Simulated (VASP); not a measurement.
# Al2O3 (P-6m2) in VASP: a series of runs

The runs below take Al2O3 through single point, with r2SCAN.

Program: VASP 6.6.1. These are calculated values, not measurements. Logs are shortened: lines on timing, memory, paths and dates and some standing lists are left out, and cuts for length are marked.

## 1. The cell of the first run

It takes space group P-6m2 (No. 187, hexagonal). Conventional cell: a = 2.654 Å, b = 2.654 Å, c = 10.084 Å, α = 90.00°, β = 90.00°, γ = 120.00°. Al (site symmetry 3m) has 6 O at 1.70 to 2.15 Å within 2.3 Å. Within 2.3 Å of O (site symmetry 3m) lie 3 Al at 1.70 Å. Within 2.8 Å of O (site symmetry -6m2) lie 6 Al at 2.15 Å and 12 O at 2.65 to 2.72 Å.

## 2. Single point, r2SCAN (strain -0.080 along x and y, +0.080 along z)

POSCAR reads:

```
Al2O3
1.0
    2.6535789524      0.0000000000      0.0000000000
   -1.3267894762      2.2980667837      0.0000000000
    0.0000000000      0.0000000000     10.0836948168
Al O
2 3
Direct
    0.0000000000      0.0000000000      0.1499923300
    0.0000000000      0.0000000000      0.8500076700
    0.3333333333      0.6666666667      0.2223169200
    0.6666666667      0.3333333333      0.0000000000
    0.3333333333      0.6666666667      0.7776830800
```

INCAR.step1 reads:

```
SYSTEM = Al2O3
  PREC = Accurate
  ENCUT = 520
  ISMEAR = 0
  SIGMA = 0.05
  LREAL = .False.
  LASPH = .True.
  NELM = 100
  NBANDS = 20
  GGA = PE
  ALGO = Normal
  EDIFF = 1E-4
  LWAVE = .True.
  LCHARG = .False.
```

INCAR.step2 reads:

```
SYSTEM = Al2O3
  PREC = Accurate
  ENCUT = 520
  EDIFF = 1E-6
  ISMEAR = 0
  SIGMA = 0.05
  LREAL = .False.
  LASPH = .True.
  NELM = 100
  ALGO = Normal
  ISIF = 2
  LWAVE = .False.
  LCHARG = .False.
  METAGGA = R2SCAN
  LMIXTAU = .True.
  NBANDS = 20
  ISTART = 1
```

KPOINTS reads:

```
Automatic mesh
0
Gamma
  12 12 4
  0 0 0
```

Potentials or basis: VASP PAW PBE potentials, release 64 (Al, O).

Command:

```console
$ cat potpaw_PBE.64/Al/POTCAR potpaw_PBE.64/O/POTCAR > POTCAR
$ cp INCAR.step1 INCAR
$ mpirun -np 1 vasp_std > vasp.out
$ cp INCAR.step2 INCAR
$ mpirun -np 1 vasp_std > vasp.out
```

OUTCAR:

```text
SYSTEM = Al2O3
   PREC = Accurate
   ENCUT = 520
   EDIFF = 1E-6
   ISMEAR = 0
   LREAL = .False.
   LASPH = .True.
   NELM = 100
   ISIF = 2
   METAGGA = R2SCAN
   ISTART = 1

 ion  position               nearest neighbor table
   1  0.000  0.000  0.150-   3 1.70   3 1.70   3 1.70   4 2.15   4 2.15   4 2.15   2 3.02
   2  0.000  0.000  0.850-   5 1.70   5 1.70   5 1.70   4 2.15   4 2.15   4 2.15   1 3.02
   3  0.333  0.667  0.222-   1 1.70   1 1.70   1 1.70
   4  0.667  0.333  0.000-   1 2.15   2 2.15   1 2.15   2 2.15   1 2.15   2 2.15
   5  0.333  0.667  0.778-   2 1.70   2 1.70   2 1.70

  LATTYP: Found a hexagonal cell.
 ALAT       =     2.6535789524
 C/A-ratio  =     3.8000357245

  Lattice vectors:

 A1 = (   2.6535789524,   0.0000000000,   0.0000000000)
 A2 = (  -1.3267894762,   2.2980667837,   0.0000000000)
 A3 = (   0.0000000000,   0.0000000000,  10.0836948168)

Analysis of symmetry for initial positions (statically):
=====================================================================
 Subroutine PRICEL returns:
 Original cell was already a primitive cell.

 Routine SETGRP: Setting up the symmetry group for a
 hexagonal supercell.

 Subroutine GETGRP returns: Found 12 space group operations
 (whereof 12 operations were pure point group operations)
 out of a pool of 24 trial point group operations.

The static configuration has the point symmetry D_3h.

Analysis of symmetry for dynamics (positions and initial velocities):
=====================================================================
 Subroutine PRICEL returns:
 Original cell was already a primitive cell.

 Routine SETGRP: Setting up the symmetry group for a
 hexagonal supercell.

 Subroutine GETGRP returns: Found 12 space group operations
 (whereof 12 operations were pure point group operations)
 out of a pool of 24 trial point group operations.

The dynamic configuration has the point symmetry D_3h.

 Subroutine INISYM returns: Found 12 space group operations
 (whereof 12 operations are pure point group operations),
 and found     1 'primitive' translations

----------------------------------------------------------------------------------------

                                     Primitive cell

  volume of cell :      61.4914

[... 93 lines left out ...]
   NELM   =    100;   NELMIN=  2; NELMDL=  0     # of ELM steps
   EDIFF  = 0.1E-05   stopping-criterion for ELM
   LREAL  =      F    real-space projection
   EDIFFG = 0.1E-04   stopping-criterion for IOM
   NSW    =      0    number of steps for IOM
   IBRION =     -1    ionic relax: 0-MD 1-quasi-New 2-CG
   NFREE  =      0    steps in history (QN), initial steepest desc. (CG)
   ISIF   =      2    stress and relaxation
   ISYM   =      2    0-nonsym 1-usesym 2-fastsym
   POTIM  = 0.5000    time-step for ionic-motion
   TEBEG  =    0.0;   TEEND  =   0.0 temperature during run
   PSTRESS=    0.0 pullay stress
   NELECT =      24.0000    total number of electrons
   NUPDOWN=      -1.0000    fix difference up-down
   EMIN   =  10.00;   EMAX   =-10.00  energy-range for DOS
   EFERMI =   0.00;   METHOD = LEGACY
   ISMEAR =     0;   SIGMA  =   0.05  broadening in eV -4-tet -1-fermi 0-gaus
   EFERMI_NEDOS =   21; number of points for ismear=-14 and -15
   IALGO  =     38    algorithm
   IMIX   =      4    mixing-type and parameters
     AMIX     =   0.40;   BMIX     =  1.00
     AMIX_MAG =   1.60;   BMIX_MAG =  1.00
  volume/ion in A,a.u.               =      12.30        82.99
  Fermi-wavevector in a.u.,A,eV,Ry     =   1.196393  2.260855 19.474777  1.431356
  Thomas-Fermi vector in A             =   2.332334
   LORBIT       =      0    0 simple, 1 ext, 2 COOP (PROOUT), +10 PAW based schemes
   METAGGA = R2SCAN    functional components
   LHFCALC =     F    Hartree Fock is set to
   AEXX    =    0.0000 exact exchange contribution
   IVDW    =     0    specifies the selected vdW correction
   LEPSILON=     F    determine dielectric tensor
   LRPA    =     F    only Hartree local field effects (RPA)
 non-spin polarized calculation
 Gauss-broadening in eV      SIGMA  =   0.05
  energy-cutoff  :      520.00
  volume of cell :       61.49
 maximum number of plane-waves:      1701
 NGX is ok and might be reduce to    20
   NGX =  9   NGY =  9   NGZ = 37

 number of electron      24.0000000 magnetization

 Free energy of the ion-electron system (eV)
  ---------------------------------------------------
  ext. energy  EPLUGINS =         0.00000000
  ---------------------------------------------------
  free energy    TOTEN  =       -45.42663809 eV

  energy without entropy =      -45.42663809  energy(sigma->0) =      -45.42663809

 E-fermi :   1.7181     XC(G=0):  -8.9035

 val. band max:        1.4874903124   @ k =   0.0000   0.0000   0.5000
 cond. band min:       7.8663858447   @ k =   0.0000   0.0000   0.0000
 fundamental gap:      6.3788955323
 Fermi energy:         1.7180552806

 k-point     1 :       0.0000    0.0000    0.0000
  band No.  band energies     occupation
      1     -19.5167      2.00000
      2     -19.0002      2.00000
      3     -17.3016      2.00000
      4      -5.2707      2.00000
      5      -2.2905      2.00000
      6      -0.4080      2.00000
[... 541 lines left out ...]
     19      16.3309      0.00000
     20      17.7713      0.00000

 [... further k-points ...]

------------------------ aborting loop because EDIFF is reached ----------------------------------------

  FORCE on cell =-STRESS in cart. coord.  units (eV):
  Direction    XX          YY          ZZ          XY          YZ          ZX
  --------------------------------------------------------------------------------------
  -------------------------------------------------------------------------------------
  Total       15.8761499     15.8761499     -6.0924036      0.0000000     -0.0000000      0.0000000
  in kB      413.6579937    413.6579937   -158.7394592      0.0000000     -0.0000000      0.0000000
  external PRESSURE =     222.8588427 kB  Pullay stress =       0.0000000 kB

 VOLUME and BASIS-vectors are now :
 -----------------------------------------------------------------------------
  energy-cutoff  :      520.00
  volume of cell :       61.49
      direct lattice vectors                 reciprocal lattice vectors
     2.653578952  0.000000000  0.000000000     0.376849537  0.217574182  0.000000000
    -1.326789476  2.298066784  0.000000000     0.000000000  0.435148363  0.000000000
     0.000000000  0.000000000 10.083694817     0.000000000  0.000000000  0.099169999

 POSITION                                       TOTAL-FORCE (eV/Angst)
 -----------------------------------------------------------------------------------
      0.00000      0.00000      1.51248        -0.000000     -0.000000     -2.993532
      0.00000      0.00000      8.57122         0.000000     -0.000000      2.993532
     -0.00000      1.53204      2.24178        -0.000000      0.000000      0.679537
      1.32679      0.76602      0.00000         0.000000      0.000000     -0.000000
     -0.00000      1.53204      7.84192        -0.000000      0.000000     -0.679537
 -----------------------------------------------------------------------------------
    total drift:                                0.000009     -0.000005     -0.000000

  FREE ENERGIE OF THE ION-ELECTRON SYSTEM (eV)
  ---------------------------------------------------
  free  energy   TOTEN  =       -45.4266380917 eV

  energy  without entropy=      -45.4266380917  energy(sigma->0) =      -45.42663809
```

OSZICAR.step1:

```text
N       E                     dE             d eps       ncg     rms          rms(c)
DAV:   1     0.124714862549E+03    0.12471E+03   -0.12598E+04  2280   0.109E+03
DAV:   2    -0.310922073201E+02   -0.15581E+03   -0.15222E+03  2704   0.259E+02
DAV:   3    -0.395214781157E+02   -0.84293E+01   -0.83940E+01  3124   0.622E+01
DAV:   4    -0.396091634739E+02   -0.87685E-01   -0.87667E-01  2824   0.680E+00
DAV:   5    -0.396108046299E+02   -0.16412E-02   -0.16411E-02  2976   0.893E-01    0.136E+01
DAV:   6    -0.349499860333E+02    0.46608E+01   -0.13719E+01  2504   0.272E+01    0.522E+00
DAV:   7    -0.348915341523E+02    0.58452E-01   -0.59233E-01  2792   0.516E+00    0.254E+00
DAV:   8    -0.348455435791E+02    0.45991E-01   -0.48689E-02  2912   0.199E+00    0.104E+00
DAV:   9    -0.348258679642E+02    0.19676E-01   -0.29913E-02  2932   0.137E+00    0.210E-01
DAV:  10    -0.348242894737E+02    0.15785E-02   -0.36010E-03  2816   0.390E-01    0.150E-01
DAV:  11    -0.348242076532E+02    0.81820E-04   -0.56119E-03  2532   0.629E-01    0.116E-01
DAV:  12    -0.348244181413E+02   -0.21049E-03   -0.55415E-04  2588   0.165E-01    0.691E-02
DAV:  13    -0.348245055634E+02   -0.87422E-04   -0.32880E-04  2328   0.141E-01
   1 F= -.34824506E+02 E0= -.34824506E+02  d E =-.115334E-16
```

It took 2.7 min on 1 thread of AMD EPYC 9R45 (Zen 5), shared host; peak memory 0.18 GiB.

What came out:

- Free energy: -45.4266 eV
- Pressure: 22.3 GPa
- Largest force: 2.994 eV/Å
- Band gap on the k mesh: 6.38 eV

Forces in eV/Å, atoms in the order of the input:
```
Al   0.000  0.000 -2.994
Al   0.000  0.000  2.994
O    0.000  0.000  0.680
O    0.000  0.000  0.000
O    0.000  0.000 -0.680
```

Levels at points of the mesh, in eV from the valence-band top:
```csv
k point,band 10,band 11,band 12,band 13,band 14,band 15
"(0.00, 0.00, 0.00)",-1.59,0.00,0.00,6.38,8.75,9.54
"(0.50, 0.00, 0.00)",-1.99,-1.80,-1.04,8.66,9.32,11.01
"(0.00, 0.00, 0.50)",-1.61,0.00,0.00,6.58,8.05,10.44
"(0.50, 0.00, 0.50)",-1.99,-1.80,-1.04,8.68,9.30,11.01
```

Caveat: the cell differs from its parent crystal (strain -0.080 along x and y, +0.080 along z); the cell stands under pressure; the PAW data sets were made with another functional, which shifts forces and pressure a little. A k mesh can miss the band edges.

## 3. Single point, r2SCAN (strain +0.000 along x and y, -0.080 along z)

Changes to POSCAR since step 2:

```diff
@@ -2,5 +2,5 @@
 1.0
-    2.6535789524      0.0000000000      0.0000000000
-   -1.3267894762      2.2980667837      0.0000000000
-    0.0000000000      0.0000000000     10.0836948168
+    2.8843249483      0.0000000000      0.0000000000
+   -1.4421624742      2.4978986780      0.0000000000
+    0.0000000000      0.0000000000      8.5898141032
 Al O
```

INCAR.step1 reads:

```
SYSTEM = Al2O3
PREC = Accurate
ENCUT = 520
ISMEAR = 0
SIGMA = 0.05
LREAL = .FALSE.
LASPH = .TRUE.
NELM = 100
NBANDS = 20
GGA = PE
ALGO = Normal
EDIFF = 1E-4
LWAVE = .TRUE.
LCHARG = .FALSE.
```

INCAR.step2 reads:

```
SYSTEM = Al2O3
PREC = Accurate
ENCUT = 520
EDIFF = 1E-6
ISMEAR = 0
SIGMA = 0.05
LREAL = .FALSE.
LASPH = .TRUE.
NELM = 100
ALGO = Normal
ISIF = 2
LWAVE = .FALSE.
LCHARG = .FALSE.
METAGGA = R2SCAN
LMIXTAU = .TRUE.
NBANDS = 20
ISTART = 1
```

KPOINTS reads:

```
regular mesh
0
G
  12 12 4
  0 0 0
```

Potentials or basis: VASP PAW PBE potentials, release 64 (Al, O).

Command:

```console
$ cat potpaw_PBE.64/Al/POTCAR potpaw_PBE.64/O/POTCAR > POTCAR
$ cp INCAR.step1 INCAR
$ mpirun -np 1 vasp_std > vasp.out
$ cp INCAR.step2 INCAR
$ mpirun -np 1 vasp_std > vasp.out
```

Run time: 3.4 min. Hardware: 1 thread of AMD EPYC 9R45 (Zen 5), shared host; peak memory 0.19 GiB.

It converged, with:

```yaml
Free_energy: -46.5865 eV
Pressure: 4.3 GPa
Largest_force: 1.327 eV/Å
Band_gap_on_the_k_mesh: 5.38 eV (least direct gap 5.65 eV)
```

Forces in eV/Å, atoms in the order of the input:
```
Al   0.000  0.000  1.327
Al   0.000  0.000 -1.327
O    0.000  0.000  0.779
O    0.000  0.000  0.000
O    0.000  0.000 -0.779
```

Stress tensor (GPa, compression positive):
```
-1.61  0.00  0.00
 0.00 -1.61  0.00
 0.00  0.00 16.24
```

Levels at points of the mesh, in eV from the valence-band top:
```csv
k point,band 8,band 9,band 10,band 11,band 12,band 13,band 14,band 15,band 16,band 17
"(0.00, 0.00, 0.00)",-1.52,-1.52,-1.08,-1.08,-0.27,5.38,7.95,9.11,10.30,15.30
"(0.50, 0.00, 0.00)",-2.39,-2.21,-1.39,-0.88,-0.64,8.16,10.35,10.67,12.54,12.78
"(0.00, 0.00, 0.50)",-1.52,-1.52,-1.08,-1.08,-0.35,5.55,7.75,8.79,10.95,14.59
"(0.50, 0.00, 0.50)",-2.40,-2.21,-1.39,-0.90,-0.62,8.17,10.53,10.55,11.81,13.91
```

Caveat: the cell differs from its parent crystal (strain +0.000 along x and y, -0.080 along z); the cell stands under pressure; the PAW data sets were made with another functional, which shifts forces and pressure a little. A k mesh can miss the band edges.

## 4. Single point, r2SCAN (strain -0.040 along x and y, +0.000 along z)

Changes to POSCAR since step 3:

```diff
@@ -2,5 +2,5 @@
 1.0
-    2.8843249483      0.0000000000      0.0000000000
-   -1.4421624742      2.4978986780      0.0000000000
-    0.0000000000      0.0000000000      8.5898141032
+    2.7689519504      0.0000000000      0.0000000000
+   -1.3844759752      2.3979827309      0.0000000000
+    0.0000000000      0.0000000000      9.3367544600
 Al O
```

INCAR.step1 reads:

```
PREC = Accurate
ENCUT = 520
ISMEAR = 0
SIGMA = 0.05
LREAL = F
LASPH = T
NELM = 100
NBANDS = 20
GGA = PE
ALGO = Normal
EDIFF = 1E-4
LWAVE = T
LCHARG = F
```

INCAR.step2 reads:

```
PREC = Accurate
ENCUT = 520
EDIFF = 1E-6
ISMEAR = 0
SIGMA = 0.05
LREAL = F
LASPH = T
NELM = 100
ALGO = Normal
ISIF = 2
LWAVE = F
LCHARG = F
METAGGA = R2SCAN
LMIXTAU = T
NBANDS = 20
ISTART = 1
```

KPOINTS reads:

```
regular mesh
0
Gamma
  12 12 4
```

Command:

```console
$ cat potpaw_PBE.64/Al/POTCAR potpaw_PBE.64/O/POTCAR > POTCAR
$ cp INCAR.step1 INCAR
$ mpirun -np 1 vasp_std > vasp.out
$ cp INCAR.step2 INCAR
$ mpirun -np 1 vasp_std > vasp.out
```

It took 3.9 min on 1 thread of AMD EPYC 9R45 (Zen 5), shared host; peak memory 0.2 GiB.

The run converged. Its results:

| Quantity | Value |
| --- | --- |
| Free energy | -46.6123 eV |
| Pressure | 11.5 GPa |
| Largest force | 0.894 eV/Å |
| Band gap on the k mesh | 6.78 eV (least direct gap 7.03 eV) |

Forces in eV/Å, atoms in the order of the input:
```
Al   0.000  0.000 -0.894
Al   0.000  0.000  0.894
O    0.000  0.000  0.615
O    0.000  0.000  0.000
O    0.000  0.000 -0.615
```

Stress tensor (GPa, compression positive):
```
17.25  0.00  0.00
 0.00 17.25  0.00
 0.00  0.00 -0.13
```

Levels at points of the mesh, in eV from the valence-band top:
| k point | band 9 | band 10 | band 11 | band 12 | band 13 | band 14 | band 15 | band 16 |
| --- | --- | --- | --- | --- | --- | --- | --- | --- |
| (0.00, 0.00, 0.00) | -1.13 | -0.29 | -0.25 | -0.25 | 6.78 | 9.04 | 9.98 | 10.87 |
| (0.50, 0.00, 0.00) | -1.90 | -0.93 | -0.88 | -0.61 | 9.75 | 10.70 | 10.76 | 12.56 |
| (0.00, 0.00, 0.50) | -1.13 | -0.33 | -0.25 | -0.25 | 6.98 | 8.55 | 10.00 | 11.38 |
| (0.50, 0.00, 0.50) | -1.91 | -0.93 | -0.88 | -0.60 | 9.77 | 10.71 | 10.75 | 12.33 |

Caveat: the cell differs from its parent crystal (strain -0.040 along x and y, +0.000 along z); the cell stands under pressure; the PAW data sets were made with another functional, which shifts forces and pressure a little. A k mesh can miss the band edges.

## 5. Single point, r2SCAN (strain +0.000 along x and y, -0.040 along z)

Changes to POSCAR since step 4:

```diff
@@ -2,5 +2,5 @@
 1.0
-    2.7689519504      0.0000000000      0.0000000000
-   -1.3844759752      2.3979827309      0.0000000000
-    0.0000000000      0.0000000000      9.3367544600
+    2.8843249483      0.0000000000      0.0000000000
+   -1.4421624742      2.4978986780      0.0000000000
+    0.0000000000      0.0000000000      8.9632842816
 Al O
```

INCAR.step1 reads:

```
SYSTEM = Al2O3
ALGO     = Normal         ! electronic algorithm
EDIFF    = 1E-4           ! SCF threshold, eV
ENCUT    = 520            ! plane-wave cutoff, eV
GGA      = PE             ! functional
ISMEAR   = 0              ! smearing method
LASPH    = .TRUE.         ! aspherical terms in the spheres
LCHARG   = .FALSE.        ! write CHGCAR
LREAL    = .FALSE.        ! projectors in reciprocal space
LWAVE    = .TRUE.         ! write WAVECAR
NBANDS   = 20             ! bands
NELM     = 60             ! most SCF steps
PREC     = Accurate       ! precision mode
SIGMA    = 0.05           ! smearing width, eV
```

INCAR.step2 reads:

```
SYSTEM = Al2O3
ALGO     = Normal         ! electronic algorithm
EDIFF    = 1E-7           ! SCF threshold, eV
ENCUT    = 520            ! plane-wave cutoff, eV
ISIF     = 2              ! what is computed and relaxed
ISMEAR   = 0              ! smearing method
ISTART   = 1            
LASPH    = .TRUE.         ! aspherical terms in the spheres
LCHARG   = .FALSE.        ! write CHGCAR
LMIXTAU  = .TRUE.       
LREAL    = .FALSE.        ! projectors in reciprocal space
LWAVE    = .FALSE.        ! write WAVECAR
METAGGA  = R2SCAN         ! meta-GGA
NBANDS   = 20             ! bands
NELM     = 60             ! most SCF steps
PREC     = Accurate       ! precision mode
SIGMA    = 0.05           ! smearing width, eV
```

KPOINTS reads:

```
k-points
0
G
  12 12 4
  0 0 0
```

Command:

```console
$ cat potpaw_PBE.64/Al/POTCAR potpaw_PBE.64/O/POTCAR > POTCAR
$ cp INCAR.step1 INCAR
$ mpirun -np 1 vasp_std > vasp.out
$ cp INCAR.step2 INCAR
$ mpirun -np 1 vasp_std > vasp.out
```

It took 4.9 min on 1 thread of AMD EPYC 9R45 (Zen 5), shared host; peak memory 0.2 GiB.

It converged, with:

- Free energy: -46.7715 eV
- Pressure: -0.7 GPa
- Largest force: 0.657 eV/Å
- Band gap on the k mesh: 5.53 eV (least direct gap 5.77 eV)

Forces on the atoms (eV/Å):
```
Al   0.000  0.000  0.657
Al   0.000  0.000 -0.657
O    0.000  0.000  0.150
O    0.000  0.000  0.000
O    0.000  0.000 -0.150
```

Stress tensor (GPa, compression positive):
```
-3.79  0.00  0.00
 0.00 -3.79  0.00
 0.00  0.00  5.63
```

Levels at points of the mesh, in eV from the valence-band top:
| k point | band 10 | band 11 | band 12 | band 13 | band 14 | band 15 |
| --- | --- | --- | --- | --- | --- | --- |
| (0.00, 0.00, 0.00) | -0.86 | -0.86 | -0.24 | 5.53 | 8.11 | 8.94 |
| (0.50, 0.00, 0.00) | -1.25 | -0.85 | -0.60 | 8.45 | 10.19 | 10.30 |
| (0.00, 0.00, 0.50) | -0.86 | -0.86 | -0.30 | 5.68 | 7.82 | 8.82 |
| (0.50, 0.00, 0.50) | -1.25 | -0.87 | -0.59 | 8.47 | 10.22 | 10.30 |

Caveat: the cell differs from its parent crystal (strain +0.000 along x and y, -0.040 along z); the PAW data sets were made with another functional, which shifts forces and pressure a little.

## 6. Summary

```csv
cell,gap on the mesh (eV),pressure (GPa),largest force (eV/Å)
"a = 2.654, b = 2.654, c = 10.084 Å, angles 90.0, 90.0, 120.0°, 5 atoms",6.38,22.3,2.99
"a = 2.884, b = 2.884, c = 8.590 Å, angles 90.0, 90.0, 120.0°, 5 atoms",5.38,4.3,1.33
"a = 2.769, b = 2.769, c = 9.337 Å, angles 90.0, 90.0, 120.0°, 5 atoms",6.78,11.5,0.89
"a = 2.884, b = 2.884, c = 8.963 Å, angles 90.0, 90.0, 120.0°, 5 atoms",5.53,-0.7,0.66
```

Alike in all rows: task single point; level r2SCAN; potentials or basis VASP PAW PBE potentials, release 64 (Al, O); no spin polarisation; k mesh 12 × 12 × 4; cutoff (eV) 520; smearing gaussian 0.05 eV.

Caveats: the PAW data sets were made with another functional, which shifts forces and pressure a little; the cell stands under pressure (at least some runs).

Total energies depend on the potentials used, so only differences within one code and one set of settings carry meaning.
